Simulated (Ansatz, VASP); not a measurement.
# TePb in VASP and in Ansatz

```
Te Pb
1.0
     0.00000    3.26786    3.26786
     3.26786    0.00000    3.26786
     3.26786    3.26786    0.00000
Te Pb
1 1
Direct
  0.50000 0.50000 0.50000
  0.00000 0.00000 0.00000
```

Alike in both runs: task single point; functional PBEsol; k mesh 5 × 5 × 5; no spin polarisation.

```csv
,VASP,Ansatz
version,VASP 6.6.1,Ansatz 0.2.0
potentials or method,"VASP PAW PBE potentials, release 64 (Te, Pb_d)",plane waves
plane-wave cutoff (eV),520,420
occupations,"gaussian, width 0.01 eV",fixed
valence electrons in the cell,20,30
```

```csv
,VASP,Ansatz,Ansatz less VASP
pressure (GPa),-1.8,-1.8,+0.04
```

VASP's potentials were made for PBE, not for PBEsol. VASP's potentials hold 20 valence electrons a cell and Ansatz's 30, so a difference there can come from the potentials and not from the codes.

Spin-orbit coupling is off throughout.
